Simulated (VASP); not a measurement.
Set up this calculation in VASP 6.6.1, as the native input.

```
Task                   : single point
Functional             : PBEsol
Potentials or basis    : VASP PAW PBE potentials, release 64 (Be)
Cutoff                 : 520 eV
k mesh                 : 20 × 20 × 20
Occupations            : gaussian, width 0.02 eV
Spin                   : no spin polarisation
Dipole correction      : no
Further INCAR settings : ALGO = Fast; EDIFF = 1e-07; NBANDS = 7
```

The structure of Be lies in POSCAR:

```
Be
1.0
    0.0000000000      1.5732755721      1.5732755721
    1.5732755721      0.0000000000      1.5732755721
    1.5732755721      1.5732755721      0.0000000000
Be
1
Direct
    0.0000000000      0.0000000000      0.0000000000
```

This isn't the form of Be at room conditions, which is hcp.

These files were run (other wordings do the same):

INCAR

```
SYSTEM = Be
ALGO     = Fast           ! electronic algorithm
EDIFF    = 1E-7           ! SCF threshold, eV
ENCUT    = 520            ! plane-wave cutoff, eV
GGA      = PS             ! functional
ISIF     = 2              ! what is computed and relaxed
ISMEAR   = 0              ! smearing method
LASPH    = .True.         ! aspherical terms in the spheres
LCHARG   = .False.        ! write CHGCAR
LREAL    = .False.        ! projectors in reciprocal space
LWAVE    = .False.        ! write WAVECAR
NBANDS   = 7              ! bands
NELM     = 80             ! most SCF steps
PREC     = Accurate       ! precision mode
SIGMA    = 0.02           ! smearing width, eV
```

KPOINTS

```
k-points
0
Gamma
  20 20 20
  0 0 0
```

Potentials or basis: VASP PAW PBE potentials, release 64 (Be).

The run is started by

```bash
$ cat potpaw_PBE.64/Be/POTCAR > POTCAR
$ mpirun -np 1 vasp_std > vasp.out
```

Results of the run:

```
Pressure               : 0.3 GPa
Band gap on the k mesh : zero (bands 1 and 2 overlap by 1.02 eV)
```

Caveat: the PAW data sets were made with another functional, which shifts forces and pressure a little.

Run time: 21 s on 1 thread of Intel Xeon 8259CL, on a shared host, peak memory 0.12 GiB.
